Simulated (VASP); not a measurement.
Wanted: the native input for a VASP 6.6.1 run.

- Task: single point
- Functional: PBE
- Potentials or basis: VASP PAW PBE potentials, release 64 (Y_sv)
- Cutoff: 520 eV
- k mesh: 11 × 11 × 11
- Occupations: fermi-dirac, width 0.1 eV
- Spin: no spin polarisation
- Dipole correction: no
- Further INCAR settings: ALGO = Normal; EDIFF = 1e-06; NBANDS = 12

The structure of Y lies in POSCAR:

```
Y
1.0
    3.1823870403      0.0000000000      0.0000000000
    0.0000000000      3.1823870403      0.0000000000
    0.0000000000      0.0000000000      3.1823870403
Y
1
Direct
    0.0000000000      0.0000000000      0.0000000000
```

This isn't the form of Y at room conditions, which is hcp.

One way to write it, as run:

INCAR

```
SYSTEM = Y
PREC = Accurate ; ENCUT = 520
EDIFF = 1E-6 ; ISMEAR = -1
SIGMA = 0.1 ; LREAL = .FALSE.
LASPH = .TRUE. ; NELM = 60
ALGO = Normal ; ISIF = 2
LWAVE = .FALSE. ; LCHARG = .FALSE.
GGA = PE ; NBANDS = 12
```

KPOINTS

```
regular mesh
0
G
  11 11 11
  0 0 0
```

Potentials or basis: VASP PAW PBE potentials, release 64 (Y_sv).

Run with:

```bash
$ cat potpaw_PBE.64/Y_sv/POTCAR > POTCAR
$ mpirun -np 1 vasp_std > vasp.out
```

It gave:

The pressure is 2.4 GPa and the band gap on the k mesh is zero (an odd number of electrons rules out a gap without spin polarisation).

Wall time 12 s on 1 thread of Intel(R) Xeon(R) Platinum 8559C (Emerald Rapids) (shared host), peak memory 0.16 GiB.
